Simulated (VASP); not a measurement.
# Co (Fm-3m) in VASP: further runs

Co is run at these levels: HSE06; tasks: single point.

Program: VASP 6.6.1. These are calculated values, not measurements. Logs are shortened: lines on timing, memory, paths and dates and some standing lists are left out, and cuts for length are marked.

## (1) The cell of the first run

Symmetry: Fm-3m, No. 225, cubic system. Conventional cell: a = 3.569 Å, b = 3.569 Å, c = 3.569 Å, α = 90.00°, β = 90.00°, γ = 90.00°. Co (site symmetry m-3m) has 12 Co at 2.52 Å within 3.3 Å.

This isn't the form of Co at room conditions, which is hcp.

## (2) Single point, HSE06, collinear spin, antiferromagnetic start

File POSCAR:

```
Co
1.0
    0.0000000000      1.7844000000      1.7844000000
    3.5688000000      0.0000000000      3.5688000000
    1.7844000000      1.7844000000      0.0000000000
Co
2
Direct
    0.0000000000      0.0000000000      0.0000000000
    0.0000000000      0.5000000000      0.0000000000
```

File INCAR.step1:

```
ALGO = Normal
EDIFF = 1E-5
ENCUT = 520
GGA = PE
GGA_COMPAT = F
ISIF = 2
ISMEAR = 0
ISPIN = 2
LASPH = T
LCHARG = F
LMAXMIX = 4
LORBIT = 11
LREAL = F
LWAVE = T
MAGMOM = 3 -3
NBANDS = 20
NELM = 200
PREC = Accurate
SIGMA = 0.1
```

File INCAR.step2:

```
ALGO = Normal
EDIFF = 1E-6
ENCUT = 520
GGA = PE
GGA_COMPAT = F
HFSCREEN = 0.2079
ISIF = 2
ISMEAR = 0
ISPIN = 2
ISTART = 1
LASPH = T
LCHARG = F
LHFCALC = T
LMAXMIX = 4
LORBIT = 11
LREAL = F
LWAVE = F
MAGMOM = 3 -3
NBANDS = 20
NELM = 200
PREC = Accurate
PRECFOCK = Normal
SIGMA = 0.1
```

File KPOINTS:

```
k-points
0
Gamma
  6 3 6
```

Potentials or basis: VASP PAW PBE potentials, release 64 (Co).

Run with:

```bash
cat potpaw_PBE.64/Co/POTCAR > POTCAR
cp INCAR.step1 INCAR
mpirun -np 1 vasp_std > vasp.out
cp INCAR.step2 INCAR
mpirun -np 1 vasp_std > vasp.out
```

OUTCAR:

```text
EDIFF = 1E-6
   ENCUT = 520
   GGA = PE
   HFSCREEN = 0.2079
   ISIF = 2
   ISMEAR = 0
   ISPIN = 2
   ISTART = 1
   LASPH = T
   LHFCALC = T
   LORBIT = 11
   LREAL = F
   NELM = 200
   PREC = Accurate
   PRECFOCK = Normal

 ion  position               nearest neighbor table
   1  0.000  0.000  0.000-   2 2.52   2 2.52   2 2.52   2 2.52   2 2.52   2 2.52
   2  0.000  0.500  0.000-   1 2.52   1 2.52   1 2.52   1 2.52   1 2.52   1 2.52

  LATTYP: Found a trigonal (rhomboedric) cell.
 ALAT       =     4.3708694970
 COS(alpha) =     0.8333333333

  Lattice vectors:

 A1 = (   1.7844000000,  -3.5688000000,   1.7844000000)
 A2 = (   3.5688000000,  -1.7844000000,   1.7844000000)
 A3 = (   1.7844000000,  -1.7844000000,   3.5688000000)

Analysis of symmetry for initial positions (statically):
=====================================================================
 Subroutine PRICEL returns following result:

  LATTYP: Found a face centered cubic cell.
 ALAT       =     3.5688000000
[... 12 lines left out ...]
 Subroutine GETGRP returns: Found 12 space group operations
 (whereof 12 operations were pure point group operations)
 out of a pool of 12 trial point group operations.

The static configuration has the point symmetry D_3d.

Analysis of symmetry for dynamics (positions and initial velocities):
=====================================================================
 Subroutine PRICEL returns following result:

  LATTYP: Found a face centered cubic cell.
 ALAT       =     3.5688000000
[... 12 lines left out ...]
 Subroutine GETGRP returns: Found 12 space group operations
 (whereof 12 operations were pure point group operations)
 out of a pool of 12 trial point group operations.

The dynamic configuration has the point symmetry D_3d.

Analysis of structural, dynamic, and magnetic symmetry:
=====================================================================
 Subroutine PRICEL returns following result:

  LATTYP: Found a face centered cubic cell.
 ALAT       =     3.5688000000
[... 12 lines left out ...]
 Subroutine GETGRP returns: Found 12 space group operations
 (whereof 12 operations were pure point group operations)
 out of a pool of 12 trial point group operations.

The overall configuration has the point symmetry D_3d.

 Subroutine INISYM returns: Found 12 space group operations
 (whereof 12 operations are pure point group operations),
 and found     2 'primitive' translations

----------------------------------------------------------------------------------------

                                     Primitive cell

  volume of cell :      11.3634

  direct lattice vectors                    reciprocal lattice vectors
     0.000000000  1.784400000  1.784400000    -0.280206232  0.280206232  0.280206232
     1.784400000  0.000000000  1.784400000     0.280206232 -0.280206232  0.280206232
     1.784400000  1.784400000  0.000000000     0.280206232  0.280206232 -0.280206232

  length of vectors
     2.523522681  2.523522681  2.523522681     0.485331430  0.485331430  0.485331430

  position of ions in fractional coordinates (direct lattice)
     0.000000000  0.000000000  0.000000000

  ion indices of the primitive-cell ions
   primitive index   ion index
                 1           1

----------------------------------------------------------------------------------------

 KPOINTS: k-points

Automatic generation of k-mesh.
 Grid dimensions read from file:
 generate k-points for:    6    3    6

 Generating k-lattice:

  Cartesian coordinates                     Fractional coordinates (reciprocal lattice)
    -0.046701039  0.046701039  0.046701039     0.166666667  0.000000000  0.000000000
     0.046701039 -0.046701039  0.046701039     0.000000000  0.333333333  0.000000000
     0.046701039  0.046701039 -0.046701039     0.000000000  0.000000000  0.166666667

  Length of vectors
     0.080888572  0.080888572  0.080888572

[... 23 lines left out ...]
 ===========================================

 Found     16 irreducible k-points:

 Following reciprocal coordinates:
            Coordinates               Weight
  0.000000  0.000000  0.000000      1.000000
  0.166667  0.000000  0.000000      6.000000
  0.333333  0.000000  0.000000      6.000000
  0.500000  0.000000  0.000000      3.000000
  0.000000  0.333333  0.000000      2.000000
  0.166667  0.333333  0.000000      6.000000
[... 8 lines left out ...]
  0.500000 -0.333333  0.166667     12.000000
 -0.333333  0.000000  0.333333      6.000000
   k-points           NKPTS =     16   k-points in BZ     NKDIM =    108   number of bands    NBANDS=     20
   number of dos      NEDOS =    301   number of ions     NIONS =      2
   total plane-waves  NPLWV =  16000
   dimension x,y,z NGX =    20 NGY =   40 NGZ =   20
   dimension x,y,z NGXF=    40 NGYF=   80 NGZF=   40
   ions per type =               2
   NGX,Y,Z   is equivalent  to a cutoff of  13.18, 13.18, 13.18 a.u.
   NGXF,Y,Z  is equivalent  to a cutoff of  26.35, 26.35, 26.35 a.u.
 SYSTEM =  unknown system
   PREC   = accura    normal or accurate (medium, high low for compatibility)
   ISTART =      1    job   : 0-new  1-cont  2-samecut
   ICHARG =      0    charge: 1-file 2-atom 10-const
   ISPIN  =      2    spin polarized calculation?
   LNONCOLLINEAR =      F non collinear calculations
   LSORBIT =      F    spin-orbit coupling
   LASPH  =      T    aspherical Exc in radial PAW
   ENCUT  =  520.0 eV  38.22 Ry    6.18 a.u.   4.69  9.38  4.69*2*pi/ulx,y,z
   NELM   =    200;   NELMIN=  2; NELMDL=  0     # of ELM steps
   EDIFF  = 0.1E-05   stopping-criterion for ELM
   LREAL  =      F    real-space projection
   EDIFFG = 0.1E-04   stopping-criterion for IOM
   NSW    =      0    number of steps for IOM
   IBRION =     -1    ionic relax: 0-MD 1-quasi-New 2-CG
   NFREE  =      0    steps in history (QN), initial steepest desc. (CG)
   ISIF   =      2    stress and relaxation
   ISYM   =      3    0-nonsym 1-usesym 2-fastsym
   POTIM  = 0.5000    time-step for ionic-motion
   TEBEG  =    0.0;   TEEND  =   0.0 temperature during run
   PSTRESS=    0.0 pullay stress
   NELECT =      18.0000    total number of electrons
   NUPDOWN=      -1.0000    fix difference up-down
   EMIN   =  10.00;   EMAX   =-10.00  energy-range for DOS
   EFERMI =   0.00;   METHOD = LEGACY
   ISMEAR =     0;   SIGMA  =   0.10  broadening in eV -4-tet -1-fermi 0-gaus
   EFERMI_NEDOS =   21; number of points for ismear=-14 and -15
   IALGO  =     38    algorithm
   IMIX   =      1    mixing-type and parameters
     AMIX     =   0.40;   BMIX     =  1.00
     AMIX_MAG =   1.60;   BMIX_MAG =  1.00
  volume/ion in A,a.u.               =      11.36        76.68
  Fermi-wavevector in a.u.,A,eV,Ry     =   1.514677  2.862325 31.215130  2.294247
  Thomas-Fermi vector in A             =   2.624303
   LORBIT       =     11    0 simple, 1 ext, 2 COOP (PROOUT), +10 PAW based schemes
   GGA     = PE    functional components
   LHFCALC =     T    Hartree Fock is set to
   PRECFOCK=normal    Normal, Fast or Accurate (Low or Medium for compatibility)
   ENCUT4O =  -1.0   cutoff for four orbital integrals eV
   NKREDX  =     1    reduce k-point grid by
   NKREDY  =     1    reduce k-point grid by
   NKREDZ  =     1    reduce k-point grid by
   AEXX    =    0.2500 exact exchange contribution
   HFSCREEN=    0.2079 screening length (either q_TF or 0.3 A-1)
   HFSCREENC=   0.2079 screening length for correlation (either q_TF or 0.3 A-1)
   ENCUTFOCK=  -1.0 apply spherical cutoff to Coloumb kernel
   IVDW    =     0    specifies the selected vdW correction
   LEPSILON=     F    determine dielectric tensor
   LRPA    =     F    only Hartree local field effects (RPA)
 spin polarized calculation
 Gauss-broadening in eV      SIGMA  =   0.10
  energy-cutoff  :      520.00
  volume of cell :       22.73
 maximum number of plane-waves:       633
  NGX = 16; NGY = 30; NGZ = 16

 number of electron      18.0000012 magnetization       0.0000079

 number of electron      18.0000012 magnetization      -0.0004384

 Free energy of the ion-electron system (eV)
  ---------------------------------------------------
  ext. energy  EPLUGINS =         0.00000000
  ---------------------------------------------------
  free energy    TOTEN  =       -17.99060406 eV

  energy without entropy =      -17.98433105  energy(sigma->0) =      -17.98746755

 E-fermi :   9.6186     XC(G=0): -10.6800

 val. band max:        9.6181740435   @ k =  -0.3333   0.0000   0.1667
 cond. band min:       9.6190488276   @ k =  -0.3333   0.0000   0.1667
 fundamental gap:      0.0008747841
 Fermi energy:         9.6185984771

 spin component 1

 k-point     1 :       0.0000    0.0000    0.0000
  band No.  band energies     occupation
      1      -0.4059      1.00000
      2       3.1983      1.00000
      3       4.8155      1.00000
      4       4.8155      1.00000
      5       5.1260      1.00000
      6       5.1261      1.00000
[... 344 lines left out ...]
      6       7.6390      1.00000
[... 12 lines left out ...]
     19      32.4737      0.00000
     20      37.4939      0.00000
 Fermi energy:         9.6185984771

 spin component 2

 k-point     1 :       0.0000    0.0000    0.0000
  band No.  band energies     occupation
      1      -0.4060      1.00000
      2       3.1979      1.00000
      3       4.8146      1.00000
      4       4.8147      1.00000
      5       5.1251      1.00000
      6       5.1251      1.00000
[... 357 lines left out ...]
     19      32.4736      0.00000
     20      37.4938      0.00000

------------------------ aborting loop because EDIFF is reached ----------------------------------------

  FORCE on cell =-STRESS in cart. coord.  units (eV):
  Direction    XX          YY          ZZ          XY          YZ          ZX
  --------------------------------------------------------------------------------------
  -------------------------------------------------------------------------------------
  Total        1.0067051      1.0067051      1.0067051     -1.7872775     -1.7872775      1.7872775
  in kB       70.9702275     70.9702275     70.9702275   -125.9986631   -125.9986631    125.9986631
  external PRESSURE =      70.9702275 kB  Pullay stress =       0.0000000 kB

 VOLUME and BASIS-vectors are now :
 -----------------------------------------------------------------------------
  energy-cutoff  :      520.00
  volume of cell :       22.73
      direct lattice vectors                 reciprocal lattice vectors
     0.000000000  1.784400000  1.784400000    -0.280206232  0.280206232  0.280206232
     3.568800000  0.000000000  3.568800000     0.140103116 -0.140103116  0.140103116
     1.784400000  1.784400000  0.000000000     0.280206232  0.280206232 -0.280206232

 POSITION                                       TOTAL-FORCE (eV/Angst)
 -----------------------------------------------------------------------------------
      0.00000      0.00000      0.00000        -0.000000      0.000000     -0.000000
      1.78440      0.00000      1.78440         0.000000     -0.000000      0.000000
 -----------------------------------------------------------------------------------
    total drift:                               -0.000001     -0.000002     -0.000000

  FREE ENERGIE OF THE ION-ELECTRON SYSTEM (eV)
  ---------------------------------------------------
  free  energy   TOTEN  =       -17.9906040583 eV

  energy  without entropy=      -17.9843310472  energy(sigma->0) =      -17.98746755

 total charge

# of ion       s       p       d       tot
------------------------------------------
    1        0.489   0.544   7.166   8.199
    2        0.489   0.544   7.166   8.199
--------------------------------------------------
tot          0.978   1.088  14.332  16.398

 magnetization (x)

# of ion       s       p       d       tot
------------------------------------------
    1       -0.002  -0.010   2.133   2.122
    2        0.002   0.010  -2.133  -2.122
--------------------------------------------------
tot          0.000   0.000   0.000   0.000
```

Wall time 67 min (1 thread of Intel Xeon Platinum 8488C (Sapphire Rapids), shared host); peak memory 0.27 GiB.

Results:

```yaml
Free_energy: -17.9906 eV
Pressure: 7.1 GPa
Band_gap_on_the_k_mesh: zero (filled and empty bands overlap)
Net_moment: 0.00 μB per cell
Site_moments: Co +2.12, -2.12 μB
Valence_electrons_inside_the_program's_atomic_spheres: Co 8.20
```

Levels at points of the mesh, in eV from the Fermi level:
Spin up:
```tsv
k point	band 7	band 8	band 9	band 10	band 11	band 12
(0.00, 0.00, 0.00)	-3.76	-0.96	-0.96	-0.77	3.09	3.09
(0.50, 0.00, 0.00)	-1.05	-0.58	0.24	1.78	2.62	2.80
```
Spin down:
```
           k point  band 5  band 6  band 7  band 8  band 9  band 10  band 11  band 12  band 13  band 14
(0.00, 0.00, 0.00)   -4.49   -4.49   -3.76   -0.96   -0.96    -0.77     3.09     3.09     6.62    22.13
(0.50, 0.00, 0.00)   -3.02   -3.00   -1.05   -0.58    0.24     1.78     2.62     2.80     7.12    10.80
```

Caveat: the k points lie up to 0.51 Å⁻¹ apart, too coarse for converged energies and pressures of a metal; the antiferromagnetic order is the one typed at the start, and another may lie lower; the PAW data sets were made with another functional, which shifts forces and pressure a little.

## (3) Single point, HSE06, collinear spin, antiferromagnetic start

POSCAR is that of step 2.

File INCAR.step1:

```
SYSTEM = Co
  ALGO = Normal
  EDIFF = 1E-5
  ENCUT = 520
  GGA = PE
  GGA_COMPAT = .False.
  ISIF = 2
  ISMEAR = 0
  ISPIN = 2
  LASPH = .True.
  LCHARG = .False.
  LMAXMIX = 4
  LORBIT = 11
  LREAL = .False.
  LWAVE = .True.
  MAGMOM = 3 -3
  NBANDS = 20
  NELM = 200
  PREC = Accurate
  SIGMA = 0.1
```

File INCAR.step2:

```
SYSTEM = Co
  ALGO = Normal
  EDIFF = 1E-6
  ENCUT = 520
  GGA = PE
  GGA_COMPAT = .False.
  HFSCREEN = 0.2079
  ISIF = 2
  ISMEAR = 0
  ISPIN = 2
  ISTART = 1
  LASPH = .True.
  LCHARG = .False.
  LHFCALC = .True.
  LMAXMIX = 4
  LORBIT = 11
  LREAL = .False.
  LWAVE = .False.
  MAGMOM = 3 -3
  NBANDS = 20
  NELM = 200
  PREC = Accurate
  PRECFOCK = Normal
  SIGMA = 0.1
```

File KPOINTS:

```
k-points
0
Gamma
  6 3 6
  0 0 0
```

Potentials or basis: VASP PAW PBE potentials, release 64 (Co).

Run with:

```bash
cat potpaw_PBE.64/Co/POTCAR > POTCAR
cp INCAR.step1 INCAR
mpirun -np 1 vasp_std > vasp.out
cp INCAR.step2 INCAR
mpirun -np 1 vasp_std > vasp.out
```

It took 72 min on 1 thread of AMD EPYC 7R13 (Zen 3), shared host; peak memory 0.24 GiB.

Results (log left out):

- Free energy: -17.9906 eV
- Pressure: 7.1 GPa
- Band gap on the k mesh: zero (filled and empty bands overlap)
- Net moment: 0.00 μB per cell
- Site moments: Co +2.12, -2.12 μB
- Valence electrons inside the program's atomic spheres: Co 8.20

Stress tensor (GPa, compression positive):
```
  7.10 -12.60  12.60
-12.60   7.10 -12.60
 12.60 -12.60   7.10
```

Levels at points of the mesh, in eV from the Fermi level:
Spin up:
```tsv
k point	band 5	band 6	band 7	band 8	band 9	band 10	band 11	band 12	band 13	band 14
(0.00, 0.00, 0.00)	-4.49	-4.49	-3.76	-0.96	-0.96	-0.77	3.09	3.09	6.62	22.13
(0.50, 0.00, 0.00)	-3.02	-3.00	-1.05	-0.58	0.24	1.78	2.62	2.80	7.12	10.80
```
Spin down:
| k point | band 7 | band 8 | band 9 | band 10 | band 11 | band 12 |
| --- | --- | --- | --- | --- | --- | --- |
| (0.00, 0.00, 0.00) | -3.76 | -0.96 | -0.96 | -0.77 | 3.09 | 3.09 |
| (0.50, 0.00, 0.00) | -1.05 | -0.58 | 0.24 | 1.78 | 2.62 | 2.80 |

Caveat: the k points lie up to 0.51 Å⁻¹ apart, too coarse for converged energies and pressures of a metal; the antiferromagnetic order is the one typed at the start, and another may lie lower; the PAW data sets were made with another functional, which shifts forces and pressure a little.
